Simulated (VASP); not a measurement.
# CaLa2Cd3 (P6/mmm) in VASP: a series of runs

The runs below take CaLa2Cd3 through single point, with PBE.

Program: VASP 6.6.1. These are calculated values, not measurements. Logs are shortened: lines on timing, memory, paths and dates and some standing lists are left out, and cuts for length are marked.

## 1. The cell of the first run

The structure is hexagonal, space group P6/mmm (No. 191). Conventional cell: a = 6.419 Å, b = 6.419 Å, c = 3.853 Å, α = 90.00°, β = 90.00°, γ = 120.00°. Ca (site symmetry 6/mmm) has 6 La at 3.71 Å and 12 Cd at 3.74 Å and 2 Ca at 3.85 Å within 4.9 Å. La (site symmetry -6m2) has 6 Cd at 2.67 Å within 3.5 Å. Within 3.5 Å of Cd (site symmetry mmm) lie 4 La at 2.67 Å and 4 Cd at 3.21 Å.

## 2. Single point, PBE

The input, INCAR:

```
SYSTEM = CaLa2Cd3
PREC = Accurate
ENCUT = 520
EDIFF = 1E-6
ISMEAR = 0
SIGMA = 0.1
LREAL = .False.
LASPH = .True.
NELM = 80
ALGO = Normal
ISIF = 2
LWAVE = .False.
LCHARG = .True.
GGA = PE
LELF = .True.
LVHAR = .True.
NBANDS = 43
```

The input, KPOINTS:

```
Automatic mesh
0
Gamma
  3 3 4
  0 0 0
```

The input, POSCAR:

```
CaLa2Cd3
1.0
    6.4189155300      0.0000000000      0.0000000000
   -3.2094577700      5.5589439200      0.0000000000
    0.0000000000      0.0000000000      3.8531266800
Ca La Cd
1 2 3
Direct
    0.0000000000      0.0000000000      0.0000000000
    0.3333333300      0.6666666700      0.0000000000
    0.6666666700      0.3333333300      0.0000000000
    0.5000000000      0.0000000000      0.5000000000
    0.5000000000      0.5000000000      0.5000000000
    0.0000000000      0.5000000000      0.5000000000
```

Potentials or basis: VASP PAW PBE potentials, release 64 (Ca_sv, La, Cd).

Launch:

```sh
$ cat potpaw_PBE.64/Ca_sv/POTCAR potpaw_PBE.64/La/POTCAR potpaw_PBE.64/Cd/POTCAR > POTCAR
$ mpirun -np 1 vasp_std > vasp.out
```

OUTCAR:

```text
SYSTEM = CaLa2Cd3
   PREC = Accurate
   ENCUT = 520
   EDIFF = 1E-6
   ISMEAR = 0
   LREAL = .False.
   LASPH = .True.
   NELM = 80
   ISIF = 2
   GGA = PE

 ion  position               nearest neighbor table
   1  0.000  0.000  0.000-
   2  0.333  0.667  0.000-   6 2.67   6 2.67   4 2.67   4 2.67   5 2.67   5 2.67
   3  0.667  0.333  0.000-   6 2.67   6 2.67   4 2.67   4 2.67   5 2.67   5 2.67
   4  0.500  0.000  0.500-   2 2.67   3 2.67   2 2.67   3 2.67   6 3.21   6 3.21   5 3.21   5 3.21

   5  0.500  0.500  0.500-   2 2.67   3 2.67   2 2.67   3 2.67   6 3.21   6 3.21   4 3.21   4 3.21

   6  0.000  0.500  0.500-   2 2.67   3 2.67   2 2.67   3 2.67   5 3.21   5 3.21   4 3.21   4 3.21

  LATTYP: Found a hexagonal cell.
 ALAT       =     6.4189155300
 C/A-ratio  =     0.6002768944

  Lattice vectors:

 A1 = (   6.4189155300,   0.0000000000,   0.0000000000)
 A2 = (  -3.2094577700,   5.5589439200,   0.0000000000)
 A3 = (   0.0000000000,   0.0000000000,   3.8531266800)

Analysis of symmetry for initial positions (statically):
=====================================================================
 Subroutine PRICEL returns:
 Original cell was already a primitive cell.

 Routine SETGRP: Setting up the symmetry group for a
 hexagonal supercell.

 Subroutine GETGRP returns: Found 24 space group operations
 (whereof 24 operations were pure point group operations)
 out of a pool of 24 trial point group operations.

The static configuration has the point symmetry D_6h.

Analysis of symmetry for dynamics (positions and initial velocities):
=====================================================================
 Subroutine PRICEL returns:
 Original cell was already a primitive cell.

 Routine SETGRP: Setting up the symmetry group for a
 hexagonal supercell.

 Subroutine GETGRP returns: Found 24 space group operations
 (whereof 24 operations were pure point group operations)
 out of a pool of 24 trial point group operations.

The dynamic configuration has the point symmetry D_6h.

 Subroutine INISYM returns: Found 24 space group operations
 (whereof 24 operations are pure point group operations),
 and found     1 'primitive' translations

----------------------------------------------------------------------------------------

                                     Primitive cell

  volume of cell :     137.4888

  direct lattice vectors                    reciprocal lattice vectors
     6.418915530  0.000000000  0.000000000     0.155789556  0.089945142  0.000000000
    -3.209457770  5.558943920  0.000000000     0.000000000  0.179890284  0.000000000
     0.000000000  0.000000000  3.853126680     0.000000000  0.000000000  0.259529489

  length of vectors
     6.418915530  6.418915538  3.853126680     0.179890284  0.179890284  0.259529489

  position of ions in fractional coordinates (direct lattice)
     0.000000000  0.000000000  0.000000000
     0.333333330  0.666666670  0.000000000
     0.666666670  0.333333330  0.000000000
     0.500000000  0.000000000  0.500000000
     0.500000000  0.500000000  0.500000000
     0.000000000  0.500000000  0.500000000

  ion indices of the primitive-cell ions
   primitive index   ion index
                 1           1
                 2           2
                 3           3
                 4           4
                 5           5
                 6           6

----------------------------------------------------------------------------------------

 KPOINTS: Automatic mesh

Automatic generation of k-mesh.
 Grid dimensions read from file:
 generate k-points for:    3    3    4

 Generating k-lattice:

  Cartesian coordinates                     Fractional coordinates (reciprocal lattice)
     0.051929852  0.029981714  0.000000000     0.333333333  0.000000000  0.000000000
     0.000000000  0.059963428  0.000000000     0.000000000  0.333333333  0.000000000
     0.000000000  0.000000000  0.064882372     0.000000000  0.000000000  0.250000000

  Length of vectors
     0.059963428  0.059963428  0.064882372

  Shift w.r.t. Gamma in fractional coordinates (k-lattice)
     0.000000000  0.000000000  0.000000000

 Subroutine IBZKPT returns following result:
 ===========================================

 Found      9 irreducible k-points:

 Following reciprocal coordinates:
            Coordinates               Weight
  0.000000  0.000000  0.000000      1.000000
  0.333333  0.000000  0.000000      6.000000
  0.333333  0.333333  0.000000      2.000000
  0.000000  0.000000  0.250000      2.000000
  0.333333  0.000000  0.250000     12.000000
  0.333333  0.333333  0.250000      4.000000
  0.000000  0.000000  0.500000      1.000000
  0.333333  0.000000  0.500000      6.000000
  0.333333  0.333333  0.500000      2.000000
   k-points           NKPTS =      9   k-points in BZ     NKDIM =      9   number of bands    NBANDS=     43
   number of dos      NEDOS =    301   number of ions     NIONS =      6
   total plane-waves  NPLWV =  69120
   dimension x,y,z NGX =    48 NGY =   48 NGZ =   30
   dimension x,y,z NGXF=    96 NGYF=   96 NGZF=   60
   ions per type =               1   2   3
   NGX,Y,Z   is equivalent  to a cutoff of  12.43, 12.43, 12.94 a.u.
   NGXF,Y,Z  is equivalent  to a cutoff of  24.86, 24.86, 25.89 a.u.
 SYSTEM =  CaLa2Cd3
   PREC   = accura    normal or accurate (medium, high low for compatibility)
   ISTART =      0    job   : 0-new  1-cont  2-samecut
   ICHARG =      2    charge: 1-file 2-atom 10-const
   ISPIN  =      1    spin polarized calculation?
   LNONCOLLINEAR =      F non collinear calculations
   LSORBIT =      F    spin-orbit coupling
   LASPH  =      T    aspherical Exc in radial PAW
   ENCUT  =  520.0 eV  38.22 Ry    6.18 a.u.  11.93 11.93  7.16*2*pi/ulx,y,z
   NELM   =     80;   NELMIN=  2; NELMDL= -5     # of ELM steps
   EDIFF  = 0.1E-05   stopping-criterion for ELM
   LREAL  =      F    real-space projection
   EDIFFG = 0.1E-04   stopping-criterion for IOM
   NSW    =      0    number of steps for IOM
   IBRION =     -1    ionic relax: 0-MD 1-quasi-New 2-CG
   NFREE  =      0    steps in history (QN), initial steepest desc. (CG)
   ISIF   =      2    stress and relaxation
   ISYM   =      2    0-nonsym 1-usesym 2-fastsym
   POTIM  = 0.5000    time-step for ionic-motion
   TEBEG  =    0.0;   TEEND  =   0.0 temperature during run
   PSTRESS=    0.0 pullay stress
   NELECT =      68.0000    total number of electrons
   NUPDOWN=      -1.0000    fix difference up-down
   EMIN   =  10.00;   EMAX   =-10.00  energy-range for DOS
   EFERMI =   0.00;   METHOD = LEGACY
   ISMEAR =     0;   SIGMA  =   0.10  broadening in eV -4-tet -1-fermi 0-gaus
   EFERMI_NEDOS =   21; number of points for ismear=-14 and -15
   IALGO  =     38    algorithm
   IMIX   =      4    mixing-type and parameters
     AMIX     =   0.40;   BMIX     =  1.00
     AMIX_MAG =   1.60;   BMIX_MAG =  1.00
  volume/ion in A,a.u.               =      22.91       154.64
  Fermi-wavevector in a.u.,A,eV,Ry     =   1.294659  2.446551 22.805295  1.676142
  Thomas-Fermi vector in A             =   2.426228
   LORBIT       =      0    0 simple, 1 ext, 2 COOP (PROOUT), +10 PAW based schemes
   GGA     = PE    functional components
   LHFCALC =     F    Hartree Fock is set to
   AEXX    =    0.0000 exact exchange contribution
   IVDW    =     0    specifies the selected vdW correction
   LEPSILON=     F    determine dielectric tensor
   LRPA    =     F    only Hartree local field effects (RPA)
 non-spin polarized calculation
 Gauss-broadening in eV      SIGMA  =   0.10
  energy-cutoff  :      520.00
  volume of cell :      137.49
 maximum number of plane-waves:      3722
 NGX is ok and might be reduce to    48
   NGX = 23   NGY = 23   NGZ = 15

 number of electron      67.9999999 magnetization

 Free energy of the ion-electron system (eV)
  ---------------------------------------------------
  ext. energy  EPLUGINS =         0.00000000
  ---------------------------------------------------
  free energy    TOTEN  =        -5.35608334 eV

  energy without entropy =       -5.33201785  energy(sigma->0) =       -5.34405060

 E-fermi :   7.0180     XC(G=0): -10.7781

 val. band max:        6.9788045538   @ k =   0.3333   0.0000   0.0000
 cond. band min:       7.0791862823   @ k =   0.3333   0.0000   0.0000
 fundamental gap:      0.1003817285
 Fermi energy:         7.0179921313

 k-point     1 :       0.0000    0.0000    0.0000
  band No.  band energies     occupation
      1     -34.9586      2.00000
      2     -25.5279      2.00000
      3     -25.3500      2.00000
      4     -15.9741      2.00000
      5     -15.9467      2.00000
      6     -15.9467      2.00000
[... 35 lines left out ...]
     42       9.2208      0.00000
     43       9.2605      0.00000

 k-point     2 :       0.3333    0.0000    0.0000
  band No.  band energies     occupation
      1     -34.9586      2.00000
      2     -25.4912      2.00000
      3     -25.3884      2.00000
      4     -15.9741      2.00000
      5     -15.9476      2.00000
      6     -15.9451      2.00000
[... 35 lines left out ...]
     42       9.1456      0.00000
     43       9.3689      0.00000

 k-point     3 :       0.3333    0.3333    0.0000
  band No.  band energies     occupation
      1     -34.9586      2.00000
      2     -25.4403      2.00000
      3     -25.4403      2.00000
      4     -15.9741      2.00000
      5     -15.9460      2.00000
      6     -15.9460      2.00000
[... 35 lines left out ...]
     42       9.1869      0.00000
     43       9.3262      0.00000

 k-point     4 :       0.0000    0.0000    0.2500
  band No.  band energies     occupation
      1     -34.9559      2.00000
      2     -25.4736      2.00000
      3     -25.3436      2.00000
      4     -16.0163      2.00000
      5     -15.9423      2.00000
      6     -15.9423      2.00000
[... 35 lines left out ...]
     42       9.2068      0.00000
     43       9.2340      0.00000

 k-point     5 :       0.3333    0.0000    0.2500
  band No.  band energies     occupation
      1     -34.9558      2.00000
      2     -25.4467      2.00000
      3     -25.3715      2.00000
      4     -16.0161      2.00000
      5     -15.9429      2.00000
      6     -15.9404      2.00000
[... 35 lines left out ...]
     42       9.2289      0.00000
     43       9.4108      0.00000

 k-point     6 :       0.3333    0.3333    0.2500
  band No.  band energies     occupation
      1     -34.9558      2.00000
      2     -25.4094      2.00000
      3     -25.4094      2.00000
      4     -16.0160      2.00000
      5     -15.9412      2.00000
      6     -15.9412      2.00000
[... 35 lines left out ...]
     42       9.3255      0.00000
     43       9.4808      0.00000

 k-point     7 :       0.0000    0.0000    0.5000
  band No.  band energies     occupation
      1     -34.9531      2.00000
      2     -25.4182      2.00000
      3     -25.3372      2.00000
      4     -16.0581      2.00000
      5     -15.9379      2.00000
      6     -15.9379      2.00000
[... 35 lines left out ...]
     42       9.1579      0.00000
     43       9.4543      0.00000

 k-point     8 :       0.3333    0.0000    0.5000
  band No.  band energies     occupation
      1     -34.9531      2.00000
      2     -25.4015      2.00000
      3     -25.3545      2.00000
      4     -16.0577      2.00000
      5     -15.9383      2.00000
      6     -15.9356      2.00000
[... 35 lines left out ...]
     42       9.2213      0.00000
     43       9.4189      0.00000

 k-point     9 :       0.3333    0.3333    0.5000
  band No.  band energies     occupation
      1     -34.9531      2.00000
      2     -25.3781      2.00000
      3     -25.3781      2.00000
      4     -16.0576      2.00000
      5     -15.9365      2.00000
      6     -15.9365      2.00000
[... 35 lines left out ...]
     42       8.9424      0.00000
     43       9.3726      0.00000

------------------------ aborting loop because EDIFF is reached ----------------------------------------

  FORCE on cell =-STRESS in cart. coord.  units (eV):
  Direction    XX          YY          ZZ          XY          YZ          ZX
  --------------------------------------------------------------------------------------
  -------------------------------------------------------------------------------------
  Total       28.4103739     28.4103740     52.8405506     -0.0000000      0.0000000      0.0000000
  in kB      331.0703523    331.0703531    615.7588683     -0.0000003      0.0000000      0.0000000
  external PRESSURE =     425.9665246 kB  Pullay stress =       0.0000000 kB

 VOLUME and BASIS-vectors are now :
 -----------------------------------------------------------------------------
  energy-cutoff  :      520.00
  volume of cell :      137.49
      direct lattice vectors                 reciprocal lattice vectors
     6.418915530  0.000000000  0.000000000     0.155789556  0.089945142  0.000000000
    -3.209457770  5.558943920  0.000000000     0.000000000  0.179890284  0.000000000
     0.000000000  0.000000000  3.853126680     0.000000000  0.000000000  0.259529489

 POSITION                                       TOTAL-FORCE (eV/Angst)
 -----------------------------------------------------------------------------------
      0.00000      0.00000      0.00000        -0.000000      0.000000      0.000000
     -0.00000      3.70596      0.00000         0.000000     -0.000000      0.000000
      3.20946      1.85298      0.00000        -0.000000      0.000000     -0.000000
      3.20946      0.00000      1.92656        -0.000000      0.000000      0.000000
      1.60473      2.77947      1.92656        -0.000000      0.000000      0.000000
     -1.60473      2.77947      1.92656        -0.000000      0.000000      0.000000
 -----------------------------------------------------------------------------------
    total drift:                               -0.000000      0.000000     -0.000000

  FREE ENERGIE OF THE ION-ELECTRON SYSTEM (eV)
  ---------------------------------------------------
  free  energy   TOTEN  =        -5.3560833412 eV

  energy  without entropy=       -5.3320178515  energy(sigma->0) =       -5.34405060
```

Wall time 69 s (1 thread of Intel Xeon Platinum 8488C (Sapphire Rapids), shared host); peak memory 0.27 GiB.

Results:

| Property | Result |
| --- | --- |
| Free energy | -5.3561 eV |
| Pressure | 42.6 GPa |
| Band gap on the k mesh | zero (band 34 reaches 7.44 eV, above the bottom of band 35 at 6.82 eV) |

Stress tensor (GPa, compression positive):
```
33.11  0.00  0.00
 0.00 33.11  0.00
 0.00  0.00 61.58
```

Caveat: the k points lie up to 0.41 Å⁻¹ apart; spin-orbit coupling is left out, which moves the levels of the heavy elements.

## 3. Single point, PBE

This run uses another cell than the first one, of 34.04 Å³/atom, 1.485 times its volume.

INCAR is that of step 2.

The input, KPOINTS:

```
regular mesh
0
Gamma
  3 3 4
  0 0 0
```

The input, POSCAR:

```
CaLa2Cd3
1.0
    6.5396979972      0.0000000029      0.0000000000
   -3.2698490011      5.6635445971      0.0000000000
    0.0000000000      0.0000000000      5.5137629419
Ca La Cd
1 2 3
Direct
    0.0000000000      0.0000000000      0.0000000000
    0.3333333333      0.6666666667      0.0000000000
    0.6666666667      0.3333333333      0.0000000000
    0.5000000000      0.0000000000      0.5000000000
    0.5000000000      0.5000000000      0.5000000000
    0.0000000000      0.5000000000      0.5000000000
```

Potentials or basis: VASP PAW PBE potentials, release 64 (Ca_sv, La, Cd).

Launch:

```sh
$ cat potpaw_PBE.64/Ca_sv/POTCAR potpaw_PBE.64/La/POTCAR potpaw_PBE.64/Cd/POTCAR > POTCAR
$ mpirun -np 1 vasp_std > vasp.out
```

Run time: 87 s. Hardware: 1 thread of Intel Xeon Platinum 8488C (Sapphire Rapids), shared host; peak memory 0.36 GiB.

The run converged. Its results:

```
Free energy            : -14.1731 eV
Pressure               : 0.1 GPa
Band gap on the k mesh : zero (band 34 reaches 4.27 eV, above the bottom of band 35 at 3.46 eV)
```

Stress tensor (GPa, compression positive):
```
0.10 0.00 0.00
0.00 0.10 0.00
0.00 0.00 0.19
```

Levels at points of the mesh, in eV from the Fermi level:
| k point | band 31 | band 32 | band 33 | band 34 | band 35 | band 36 | band 37 | band 38 |
| --- | --- | --- | --- | --- | --- | --- | --- | --- |
| (0.00, 0.00, 0.00) | -1.12 | -1.12 | -0.55 | -0.55 | -0.23 | -0.23 | 0.68 | 1.36 |
| (0.00, 0.00, 0.50) | -1.95 | -0.48 | -0.48 | -0.35 | 0.49 | 0.53 | 0.53 | 0.77 |

Caveat: the k points lie up to 0.37 Å⁻¹ apart; spin-orbit coupling is left out, which moves the levels of the heavy elements.
